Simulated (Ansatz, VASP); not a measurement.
# One calculation of Ti, two programs

File INCAR:

```
SYSTEM = Ti
PREC = Accurate ; ENCUT = 520
EDIFF = 1E-6 ; ISMEAR = 0
SIGMA = 0.15 ; LREAL = .False.
LASPH = .True. ; NELM = 60
ALGO = Fast ; ISIF = 2
LWAVE = .False. ; LCHARG = .True.
GGA = PE ; LELF = .True.
LVHAR = .True. ; NBANDS = 19
```

KPOINTS

```
regular mesh
0
Gamma
  18 18 10
  0 0 0
```

Contents of POSCAR:

```
Ti
1.0
    2.9499978604      0.0774374438      0.0000000000
   -1.4079361366      2.5160543663      0.0000000000
    0.0000000000      0.0000000000      4.6860000000
Ti
2
Direct
    0.3333333333      0.6666666667      0.2500000000
    0.6666666667      0.3333333333      0.7500000000
```

Input for Ansatz:

```yaml
crystal:
  lattice:
    - [2.9499978604, 0.0774374438, 0.0]
    - [-1.4079361366, 2.5160543663, 0.0]
    - [0.0, 0.0, 4.686]
  atoms:
    - { symbol: Ti, position: [0.3333333333, 0.6666666667, 0.25] }
    - { symbol: Ti, position: [0.6666666667, 0.3333333333, 0.75] }
basis:
  ecutwfc: 420
kpoints:
  mp_grid: { grid: [18, 18, 10] }
hamiltonian:
  xc: pbe
scf:
  occupations: { method: gaussian, width: 0.15 }
output:
  forces: true
  stress: true
  eigenvalues: true
```

Change from the starting cell: strain +0.0525 x Voigt [0, 0, 0, 0, 0, 1], atoms carried along.

Alike in both runs: task single point; functional PBE; k mesh 18 × 18 × 10; occupations gaussian, width 0.15 eV; no spin polarisation.

|  | VASP | Ansatz |
| --- | --- | --- |
| version | VASP 6.6.1 | Ansatz 0.2.0 |
| potentials or method | VASP PAW PBE potentials, release 64 (Ti_sv), cutoff 520 eV | scalar-relativistic, plane waves, PAW |
| valence electrons in the cell | 24 | 24 |

Ansatz gave:

* gap on the k mesh at the Fermi level (eV): none
* pressure (GPa): -1.5
* traceless stress, the component that is largest in VASP (GPa): -3.24
* rms of the force components (eV/Å): 0.081

Question: Estimate VASP's values.

Answer: gap on the k mesh at the Fermi level (eV): none; pressure (GPa): -2.1; traceless stress, the component that is largest in VASP (GPa): -3.21; rms of the force components (eV/Å): 0.080.

Atom by atom the forces differ by 0.001 eV/Å (rms over components). A gap of «none» marks a metal or a gap that the smearing closes.
